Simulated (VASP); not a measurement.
Input of a VASP 6.6.1 run:

File INCAR:

```
SYSTEM = FeO
PREC = Accurate ; ENCUT = 520
EDIFF = 1E-7 ; ISMEAR = -1
SIGMA = 0.05 ; LREAL = .False.
LASPH = .True. ; NELM = 150
ALGO = Normal ; ISIF = 2
LWAVE = .False. ; LCHARG = .False.
ISPIN = 2 ; MAGMOM = 3 0
LORBIT = 11 ; LMAXMIX = 4
GGA = PE ; NBANDS = 18
```

File KPOINTS:

```
Automatic mesh
0
Gamma
  11 11 11
  0 0 0
```

Contents of POSCAR:

```
FeO
1.0
    1.5188209023      0.8768916568      2.5195772846
   -1.5188209023      0.8768916568      2.5195772846
    0.0000000000     -1.7537833136      2.5195772846
Fe O
1 1
Direct
    0.0000000000      0.0000000000      0.0000000000
    0.5000000000      0.5000000000      0.5000000000
```

Potentials or basis: VASP PAW PBE potentials, release 64 (Fe, O).

Run with:

```bash
$ cat potpaw_PBE.64/Fe/POTCAR potpaw_PBE.64/O/POTCAR > POTCAR
$ mpirun -np 1 vasp_std > vasp.out
```

Predict the net moment.

4.00 μB per cell.

What does it give for the band gap on the k mesh?

Zero (filled and empty bands overlap).

Stress tensor (GPa, compression positive):
```
-0.74  0.00  0.00
 0.00 -0.74  0.00
 0.00  0.00 -1.74
```

Caveat: a cell with one magnetic atom can't hold antiferromagnetic order, which such compounds often take; semilocal functionals often make such compounds metallic where correlation or magnetic order opens a gap, which also shifts bond lengths. With open d or f shells a metallic result of PBE can be an artefact of self-interaction; +U or a hybrid may open a gap.
